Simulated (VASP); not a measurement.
Runs of VASP 6.6.1 on AlAs. The structure is that of space group F-43m (No. 216), or close to it. The cells are those of the table. 

```csv
task,spin,cell,k mesh,smearing,gap on the mesh (eV),pressure (GPa)
relaxation of cell and atoms,off,"relaxed to 8 GPa from a = 3.932 Å, angles 60.0°, 2 atoms",8 × 8 × 8,gaussian 0.01 eV,(b),8.0
single point,collinear,"a = 4.007 Å, angles 60.0°, 2 atoms",8 × 8 × 8,methfessel-paxton 0.05 eV,1.34,(a)
single point,off,"a = 3.791 Å, angles 60.0°, 2 atoms",10 × 10 × 10,gaussian 0.01 eV,1.02,15.7
relaxation of cell and atoms,off,"relaxed to 3 GPa from a = 3.980 Å, angles 60.0°, 2 atoms",8 × 8 × 8,gaussian 0.01 eV,1.25,3.0
single point,off,"a = 3.954 Å, angles 60.0°, 2 atoms",8 × 8 × 8,gaussian 0.01 eV,(c),2.0
```

Alike in all rows: level LDA; potentials or basis VASP PAW LDA potentials, release 64 (Al, As); cutoff (eV) 500.

**Question.** Fill in the values left out.

**Answer.** (a) -1.1; (b) 1.16; (c) 1.27.

Caveats: the cell is relaxed towards a set pressure, so the run minimises the enthalpy, not the energy (at least some runs); the cell stands under pressure (at least some runs).

A k mesh can miss the band edges, and the runs leave out spin-orbit coupling on As.
